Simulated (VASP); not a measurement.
# Mg (Pm-3m) in VASP: notebook

Runs on Mg. Level: PBEsol. Tasks: single point, relaxation of cell and atoms.

All numbers are computed with VASP 6.6.1; they aren't measurements. Logs are shortened: lines on timing, memory, paths and dates and some standing lists are left out, and cuts for length are marked.

## Step 1: The cell of the first run

Symmetry: Pm-3m, No. 221, cubic system. Conventional cell: a = 2.999 Å, b = 2.999 Å, c = 2.999 Å, α = 90.00°, β = 90.00°, γ = 90.00°. Mg (site symmetry m-3m) has 6 Mg at 3.00 Å within 3.9 Å.

## Step 2: Single point, PBEsol

INCAR

```
PREC = Accurate
ENCUT = 600
EDIFF = 1E-6
ISMEAR = 0
SIGMA = 0.05
LREAL = F
LASPH = T
NELM = 120
ALGO = Normal
ISIF = 2
LWAVE = F
LCHARG = F
GGA = PS
NBANDS = 7
GGA_COMPAT = F
```

KPOINTS

```
Automatic mesh
0
Gamma
  8 8 8
```

POSCAR

```
Mg
1.0
    2.9991804217      0.0000000000      0.0000000000
    0.0000000000      2.9991804217      0.0000000000
    0.0000000000      0.0000000000      2.9991804217
Mg
1
Direct
    0.0000000000      0.0000000000      0.0000000000
```

Potentials or basis: VASP PAW PBE potentials, release 64 (Mg).

On the command line:

```bash
$ cat potpaw_PBE.64/Mg/POTCAR > POTCAR
$ mpirun -np 1 vasp_std > vasp.out
```

OUTCAR:

```text
PREC = Accurate
   ENCUT = 600
   EDIFF = 1E-6
   ISMEAR = 0
   LREAL = F
   LASPH = T
   NELM = 120
   ISIF = 2
   GGA = PS

 ion  position               nearest neighbor table
   1  0.000  0.000  0.000-

  LATTYP: Found a simple cubic cell.
 ALAT       =     2.9991804217

  Lattice vectors:

 A1 = (   2.9991804217,   0.0000000000,   0.0000000000)
 A2 = (   0.0000000000,   2.9991804217,   0.0000000000)
 A3 = (   0.0000000000,   0.0000000000,   2.9991804217)

Analysis of symmetry for initial positions (statically):
=====================================================================
 Subroutine PRICEL returns:
 Original cell was already a primitive cell.

 Routine SETGRP: Setting up the symmetry group for a
 simple cubic supercell.

 Subroutine GETGRP returns: Found 48 space group operations
 (whereof 48 operations were pure point group operations)
 out of a pool of 48 trial point group operations.

The static configuration has the point symmetry O_h .

Analysis of symmetry for dynamics (positions and initial velocities):
=====================================================================
 Subroutine PRICEL returns:
 Original cell was already a primitive cell.

 Routine SETGRP: Setting up the symmetry group for a
 simple cubic supercell.

 Subroutine GETGRP returns: Found 48 space group operations
 (whereof 48 operations were pure point group operations)
 out of a pool of 48 trial point group operations.

The dynamic configuration has the point symmetry O_h .

 Subroutine INISYM returns: Found 48 space group operations
 (whereof 48 operations are pure point group operations),
 and found     1 'primitive' translations

----------------------------------------------------------------------------------------

                                     Primitive cell

  volume of cell :      26.9779

  direct lattice vectors                    reciprocal lattice vectors
     2.999180422  0.000000000  0.000000000     0.333424422  0.000000000  0.000000000
     0.000000000  2.999180422  0.000000000     0.000000000  0.333424422  0.000000000
     0.000000000  0.000000000  2.999180422     0.000000000  0.000000000  0.333424422

  length of vectors
     2.999180422  2.999180422  2.999180422     0.333424422  0.333424422  0.333424422

  position of ions in fractional coordinates (direct lattice)
     0.000000000  0.000000000  0.000000000

  ion indices of the primitive-cell ions
   primitive index   ion index
                 1           1

----------------------------------------------------------------------------------------

 KPOINTS: Automatic mesh

Automatic generation of k-mesh.
 Grid dimensions read from file:
 generate k-points for:    8    8    8

 Generating k-lattice:

  Cartesian coordinates                     Fractional coordinates (reciprocal lattice)
     0.041678053  0.000000000  0.000000000     0.125000000  0.000000000  0.000000000
     0.000000000  0.041678053  0.000000000     0.000000000  0.125000000  0.000000000
     0.000000000  0.000000000  0.041678053     0.000000000  0.000000000  0.125000000

  Length of vectors
     0.041678053  0.041678053  0.041678053

  Shift w.r.t. Gamma in fractional coordinates (k-lattice)
     0.000000000  0.000000000  0.000000000

 Subroutine IBZKPT returns following result:
 ===========================================

 Found     35 irreducible k-points:

 Following reciprocal coordinates:
            Coordinates               Weight
  0.000000  0.000000  0.000000      1.000000
  0.125000  0.000000  0.000000      6.000000
  0.250000  0.000000  0.000000      6.000000
  0.375000  0.000000  0.000000      6.000000
  0.500000  0.000000  0.000000      3.000000
  0.125000  0.125000  0.000000     12.000000
[... 16 lines left out ...]
  0.375000  0.375000  0.125000     24.000000
  0.500000  0.375000  0.125000     24.000000
 [... further k-points ...]
   k-points           NKPTS =     35   k-points in BZ     NKDIM =     35   number of bands    NBANDS=      7
   number of dos      NEDOS =    301   number of ions     NIONS =      1
   total plane-waves  NPLWV =  13824
   dimension x,y,z NGX =    24 NGY =   24 NGZ =   24
   dimension x,y,z NGXF=    48 NGYF=   48 NGZF=   48
   ions per type =               1
   NGX,Y,Z   is equivalent  to a cutoff of  13.30, 13.30, 13.30 a.u.
   NGXF,Y,Z  is equivalent  to a cutoff of  26.61, 26.61, 26.61 a.u.
 SYSTEM =  unknown system
   PREC   = accura    normal or accurate (medium, high low for compatibility)
   ISTART =      0    job   : 0-new  1-cont  2-samecut
   ICHARG =      2    charge: 1-file 2-atom 10-const
   ISPIN  =      1    spin polarized calculation?
   LNONCOLLINEAR =      F non collinear calculations
   LSORBIT =      F    spin-orbit coupling
   LASPH  =      T    aspherical Exc in radial PAW
   ENCUT  =  600.0 eV  44.10 Ry    6.64 a.u.   5.99  5.99  5.99*2*pi/ulx,y,z
   NELM   =    120;   NELMIN=  2; NELMDL= -5     # of ELM steps
   EDIFF  = 0.1E-05   stopping-criterion for ELM
   LREAL  =      F    real-space projection
   EDIFFG = 0.1E-04   stopping-criterion for IOM
   NSW    =      0    number of steps for IOM
   IBRION =     -1    ionic relax: 0-MD 1-quasi-New 2-CG
   NFREE  =      0    steps in history (QN), initial steepest desc. (CG)
   ISIF   =      2    stress and relaxation
   ISYM   =      2    0-nonsym 1-usesym 2-fastsym
   POTIM  = 0.5000    time-step for ionic-motion
   TEBEG  =    0.0;   TEEND  =   0.0 temperature during run
   PSTRESS=    0.0 pullay stress
   NELECT =       2.0000    total number of electrons
   NUPDOWN=      -1.0000    fix difference up-down
   EMIN   =  10.00;   EMAX   =-10.00  energy-range for DOS
   EFERMI =   0.00;   METHOD = LEGACY
   ISMEAR =     0;   SIGMA  =   0.05  broadening in eV -4-tet -1-fermi 0-gaus
   EFERMI_NEDOS =   21; number of points for ismear=-14 and -15
   IALGO  =     38    algorithm
   IMIX   =      4    mixing-type and parameters
     AMIX     =   0.40;   BMIX     =  1.00
     AMIX_MAG =   1.60;   BMIX_MAG =  1.00
  volume/ion in A,a.u.               =      26.98       182.06
  Fermi-wavevector in a.u.,A,eV,Ry     =   0.687726  1.299614  6.435111  0.472967
  Thomas-Fermi vector in A             =   1.768323
   LORBIT       =      0    0 simple, 1 ext, 2 COOP (PROOUT), +10 PAW based schemes
   GGA     = PS    functional components
   LHFCALC =     F    Hartree Fock is set to
   AEXX    =    0.0000 exact exchange contribution
   IVDW    =     0    specifies the selected vdW correction
   LEPSILON=     F    determine dielectric tensor
   LRPA    =     F    only Hartree local field effects (RPA)
 non-spin polarized calculation
 Gauss-broadening in eV      SIGMA  =   0.05
  energy-cutoff  :      600.00
  volume of cell :       26.98
 maximum number of plane-waves:       920
 NGX is ok and might be reduce to    24
   NGX = 11   NGY = 11   NGZ = 11

 number of electron       2.0000000 magnetization

 Free energy of the ion-electron system (eV)
  ---------------------------------------------------
  ext. energy  EPLUGINS =         0.00000000
  ---------------------------------------------------
  free energy    TOTEN  =        -1.31811059 eV

  energy without entropy =       -1.31663184  energy(sigma->0) =       -1.31737121

 E-fermi :   1.9132     XC(G=0):  -8.0162

 val. band max:        1.8359900213   @ k =   0.3750   0.0000   0.0000
 cond. band min:       1.9181053498   @ k =   0.5000   0.3750   0.0000
 fundamental gap:      0.0821153285
 Fermi energy:         1.9132224722

 k-point     1 :       0.0000    0.0000    0.0000
  band No.  band energies     occupation
      1      -4.5044      2.00000
      2       9.9260      0.00000
      3       9.9260      0.00000
      4      11.3609      0.00000
      5      11.3609      0.00000
      6      11.3609      0.00000
      7      15.8705      0.00000

 k-point     2 :       0.1250    0.0000    0.0000
  band No.  band energies     occupation
      1      -4.2437      2.00000
      2       7.4451      0.00000
      3      10.1544      0.00000
      4      11.5785      0.00000
      5      11.5785      0.00000
      6      13.1387      0.00000
      7      17.1705      0.00000

 k-point     3 :       0.2500    0.0000    0.0000
  band No.  band energies     occupation
      1      -3.4659      2.00000
      2       4.4802      0.00000
      3      10.8135      0.00000
      4      12.2325      0.00000
      5      12.2325      0.00000
      6      14.5095      0.00000
      7      19.2532      0.00000

 k-point     4 :       0.3750    0.0000    0.0000
  band No.  band energies     occupation
      1      -2.1850      2.00000
      2       1.8360      1.97107
      3      11.7615      0.00000
      4      13.3259      0.00000
      5      13.3259      0.00000
      6      15.7613      0.00000
      7      16.8473      0.00000

 k-point     5 :       0.5000    0.0000    0.0000
  band No.  band energies     occupation
      1      -0.5891      2.00000
      2      -0.2197      2.00000
      3      12.3665      0.00000
      4      14.7990      0.00000
      5      14.7990      0.00000
      6      14.9305      0.00000
      7      14.9305      0.00000
[... 161 lines left out ...]
 k-point    22 :       0.5000    0.2500    0.1250
  band No.  band energies     occupation
      1       0.6999      2.00000
      2       0.9822      2.00000
      3       8.2382      0.00000
      4       8.9898      0.00000
      5      12.8802      0.00000
      6      13.0142      0.00000
      7      19.6568      0.00000

 k-point    23 :       0.3750    0.3750    0.1250
  band No.  band energies     occupation
      1       0.3405      2.00000
      2       3.7826      0.00000
      3       4.8657      0.00000
      4       8.2031      0.00000
      5      12.4469      0.00000
      6      15.2819      0.00000
      7      17.1873      0.00000

 k-point    24 :       0.5000    0.3750    0.1250
  band No.  band energies     occupation
      1       1.9490      0.31215
      2       2.1571      0.00000
      3       5.8821      0.00000
      4       6.3273      0.00000
      5      13.8945      0.00000
      6      13.9650      0.00000
      7      17.6563      0.00000

 [... further k-points ...]

------------------------ aborting loop because EDIFF is reached ----------------------------------------

  FORCE on cell =-STRESS in cart. coord.  units (eV):
  Direction    XX          YY          ZZ          XY          YZ          ZX
  --------------------------------------------------------------------------------------
  -------------------------------------------------------------------------------------
  Total       -0.0042117     -0.0042117     -0.0042117      0.0000000      0.0000000      0.0000000
  in kB       -0.2501288     -0.2501288     -0.2501288      0.0000000      0.0000000      0.0000000
  external PRESSURE =      -0.2501288 kB  Pullay stress =       0.0000000 kB

 VOLUME and BASIS-vectors are now :
 -----------------------------------------------------------------------------
  energy-cutoff  :      600.00
  volume of cell :       26.98
      direct lattice vectors                 reciprocal lattice vectors
     2.999180422  0.000000000  0.000000000     0.333424422  0.000000000  0.000000000
     0.000000000  2.999180422  0.000000000     0.000000000  0.333424422  0.000000000
     0.000000000  0.000000000  2.999180422     0.000000000  0.000000000  0.333424422

 POSITION                                       TOTAL-FORCE (eV/Angst)
 -----------------------------------------------------------------------------------
      0.00000      0.00000      0.00000         0.000000      0.000000      0.000000
 -----------------------------------------------------------------------------------
    total drift:                               -0.000000     -0.000000      0.000000

  FREE ENERGIE OF THE ION-ELECTRON SYSTEM (eV)
  ---------------------------------------------------
  free  energy   TOTEN  =        -1.3181105917 eV

  energy  without entropy=       -1.3166318358  energy(sigma->0) =       -1.31737121
```

Run time: 4.9 s. Hardware: 1 thread of AMD EPYC 7R43 (Zen 3), shared host; peak memory 0.1 GiB.

Results:

```yaml
Free_energy: -1.3181 eV
Pressure: 0.0 GPa
Band_gap_on_the_k_mesh: zero (band 1 reaches 6.35 eV, above the bottom of band 2 at -0.22 eV)
```

Levels at points of the mesh, in eV from the Fermi level:
| k point | band 1 | band 2 | band 3 | band 4 | band 5 | band 6 |
| --- | --- | --- | --- | --- | --- | --- |
| (0.00, 0.00, 0.00) | -6.42 | 8.01 | 8.01 | 9.45 | 9.45 | 9.45 |
| (0.50, 0.00, 0.00) | -2.50 | -2.13 | 10.45 | 12.89 | 12.89 | 13.02 |
| (0.50, 0.50, 0.00) | 1.17 | 1.17 | 1.96 | 2.51 | 15.51 | 15.51 |
| (0.50, 0.50, 0.50) | 4.43 | 4.43 | 4.43 | 5.56 | 5.56 | 5.56 |

Caveat: the PAW data sets were made with another functional, which shifts forces and pressure a little.

(Part 1 of 2 ends here.)
